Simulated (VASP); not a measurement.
**Al: relaxation of cell and atoms with LDA**

Al:

```xyz
1
Lattice="-1.5945 1.5945 1.5945 1.5945 -1.5945 1.5945 1.5945 1.5945 -1.5945" Properties=species:S:1:pos:R:3 pbc="T T T"
Al    0.0000    0.0000    0.0000
```

```
Program                : VASP 6.6.1
Task                   : relaxation of cell and atoms
Functional             : LDA
Potentials or basis    : VASP PAW LDA potentials, release 64 (Al)
Cutoff                 : 600 eV
k mesh                 : 11 × 11 × 11
Occupations            : fermi-dirac, width 0.1 eV
Spin                   : no spin polarisation
Dipole correction      : no
Further INCAR settings : ALGO = Normal; EDIFF = 1e-07; IBRION = 2; EDIFFG = -0.03; NSW = 60; ISIF = 3
```

* Pressure after relaxing: 0.1 GPa

Final structure:
```xyz
1
Lattice="-1.5945 1.5945 1.5945 1.5945 -1.5945 1.5945 1.5945 1.5945 -1.5945" Properties=species:S:1:pos:R:3 pbc="T T T"
Al    0.0000    0.0000    0.0000
```

Levels at points of the mesh, in eV from the Fermi level:
```csv
k point,band 1,band 2,band 3,band 4,band 5
"(0.00, 0.00, 0.00)",-11.21,13.30,13.30,13.30,14.68
```

Run time: 2.3 s on 1 thread of Intel(R) Xeon(R) Platinum 8259CL CPU @ 2.50GHz (Skylake/Cascade Lake), on a shared host, peak memory 0.12 GiB.

Caveat: the relaxation stopped at its first step, so nothing moved.
